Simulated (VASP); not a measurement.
The system is BaOs2.

```
CELL_PARAMETERS angstrom
2.92634 0.00000 0.00000
-1.46317 2.53428 0.00000
0.00000 0.00000 8.30797
ATOMIC_POSITIONS crystal
Ba 0.00000 0.00000 0.50000
Os 0.00000 0.00000 0.13954
Os 0.00000 0.00000 0.86046
```

Base run:

| Quantity | Value |
| --- | --- |
| Program | VASP 6.6.1 |
| Functional | PBE |
| Potentials or basis | VASP PAW PBE potentials, release 64 (Ba_sv, Os) |
| Cutoff | 520 eV |
| k mesh | 18 × 18 × 6 |
| Occupations | gaussian, width 0.1 eV |
| Spin | no spin polarisation |

Its results: band gap on the k mesh zero (band 13 reaches 6.87 eV, above the bottom of band 14 at 4.82 eV); pressure 3.2 GPa; largest force 0.282 eV/Å.

The run is repeated on the same cell with these changes: potentials or basis from VASP PAW PBE potentials, release 64 (Ba_sv, Os) to VASP PAW PBE potentials, release 64 (Ba_sv, Os_sv_GW); cutoff from 520 eV to 500 eV; further incar settings from ALGO = Normal; EDIFF = 1e-07; NBANDS = 20 to ALGO = Normal; EDIFF = 1e-06; NBANDS = 28; valence electrons from 26 to 42. What comes out?

Band gap on the k mesh zero (band 21 reaches 8.88 eV, above the bottom of band 22 at 6.82 eV); pressure 2.4 GPa; largest force 0.067 eV/Å.

Caveats: spin-orbit coupling is left out, which moves the levels of the heavy elements.
